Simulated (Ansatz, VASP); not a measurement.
**Nb in VASP and in Ansatz**

```
CELL_PARAMETERS angstrom
3.31123 0.00000 0.00000
0.00000 3.31123 0.00000
0.00000 0.00000 20.96680
ATOMIC_POSITIONS crystal
Nb 0.25000 0.25000 0.38891
Nb 0.75000 0.75000 0.46051
Nb 0.25000 0.25000 0.53949
Nb 0.75000 0.75000 0.61109
```

Alike in both runs: functional PBE; k mesh 10 × 10 × 1; occupations fermi-dirac, width 0.05 eV; no spin polarisation.

Ansatz relaxed the structure, and its values are those at the end. VASP's run is a single point on that final structure, the one shown.

```csv
,VASP,Ansatz
version,VASP 6.6.1,Ansatz 0.2.0
potentials or method,"VASP PAW PBE potentials, release 64 (Nb_sv)","PAW with Ansatz's default frozen-core files, scalar-relativistic"
plane-wave cutoff (eV),520,420
valence electrons in the cell,52,52
```

```tsv
	VASP	Ansatz	Ansatz less VASP
rms of the force components (eV/Å)	0.007	0.001	-0.0065
```

Ansatz's warnings: stress scf threshold loose, xc potential rough in thin density.
